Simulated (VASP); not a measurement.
Wanted: the native input for a VASP 6.6.1 run.

| Item | Value |
| --- | --- |
| Task | relaxation of the atoms |
| Functional | PBEsol |
| Potentials or basis | VASP PAW PBE potentials, release 64 (W_sv) |
| Cutoff | 520 eV |
| k mesh | 9 × 9 × 1 |
| Occupations | gaussian, width 0.1 eV |
| Spin | no spin polarisation |
| Dipole correction | yes |
| Atoms held fixed (from 0) | [0, 1] |
| Further INCAR settings | ALGO = Fast; EDIFF = 1e-06; IBRION = 2; EDIFFG = -0.03; NSW = 90 |

The structure of W lies in POSCAR:

```
W
1.0
    3.1543602775      0.0000000000      0.0000000000
    0.0000000000      3.1543602775      0.0000000000
    0.0000000000      0.0000000000     23.3087205550
W
5
Selective dynamics
Direct
    0.5000000000      0.5000000000      0.3646703808  F F F
    0.0000000000      0.0000000000      0.4323351904  F F F
    0.5000000000      0.5000000000      0.5000000000  T T T
    0.0000000000      0.0000000000      0.5676648096  T T T
    0.5000000000      0.5000000000      0.6353296192  T T T
```

One way to write it, as run:

INCAR

```
SYSTEM = W
PREC = Accurate ; ENCUT = 520
EDIFF = 1E-6 ; ISMEAR = 0
SIGMA = 0.1 ; LREAL = .FALSE.
LASPH = .TRUE. ; NELM = 60
ALGO = Fast ; ISIF = 2
LWAVE = .FALSE. ; LCHARG = .FALSE.
LDIPOL = .TRUE. ; IDIPOL = 3
DIPOL = 0.5 0.5 0.500 ; GGA = PS
IBRION = 2 ; NSW = 90
EDIFFG = -0.03
```

KPOINTS

```
regular mesh
0
G
  9 9 1
  0 0 0
```

Potentials or basis: VASP PAW PBE potentials, release 64 (W_sv).

Run with:

```console
$ cat potpaw_PBE.64/W_sv/POTCAR > POTCAR
$ mpirun -np 1 vasp_std > vasp.out
```

Results of the run:

* Energy gained by relaxing: 31.2 meV/atom
* Ionic steps: 10
* Band gap on the k mesh: zero (bands 35 and 36 overlap by 1.65 eV)

Caveat: spin-orbit coupling is left out, which moves the levels of the heavy elements.

It took 29 min on 1 thread of Oxide Virtual Turin-like Processor, on a shared host, peak memory 0.34 GiB.
